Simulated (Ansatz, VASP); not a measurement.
Two plane-wave programs on Cl

```
CELL_PARAMETERS angstrom
3.14500 -2.25000 0.00000
3.14500 2.25000 0.00000
0.00000 0.00000 8.21000
ATOMIC_POSITIONS crystal
Cl 0.37000 0.63000 0.40000
Cl 0.13000 0.87000 0.90000
Cl 0.63000 0.37000 0.60000
Cl 0.87000 0.13000 0.10000
```

Alike in both runs: task relaxation of cell and atoms; functional BLYP; k mesh 7 × 7 × 4; occupations fermi-dirac, width 0.05 eV; no spin polarisation.

|  | VASP | Ansatz |
| --- | --- | --- |
| version | VASP 6.6.1 | Ansatz 0.2.0 |
| potentials or method | VASP PAW PBE potentials, release 64 (Cl) | Ansatz PAW |
| plane-wave cutoff (eV) | 600 | 420 |
| valence electrons in the cell | 28 | 28 |

|  | VASP | Ansatz | Ansatz less VASP |
| --- | --- | --- | --- |
| relaxed volume (Å³/atom) | 42.86 | 55.22 | +12.360 |
| relaxed cell length with the largest relative difference (Å) | 4.941 | 6.030 | +1.0889 |

VASP's potentials were made for PBE, not for BLYP. One of these differences is far larger than is usual between the two programs; its cause wasn't traced.

Noted on VASP's run: the volume moved by over 15 % at a fixed basis, so the end points are rough. Noted on Ansatz's run: the volume moved by over 15 % at a fixed basis, so the end points are rough; odd divisions of the mesh miss points on the zone boundary, where band edges often lie, so the gap on the mesh can be too wide; the plane-wave basis is chosen anew once the cell has moved, so the energies of steps on either side of that aren't comparable.
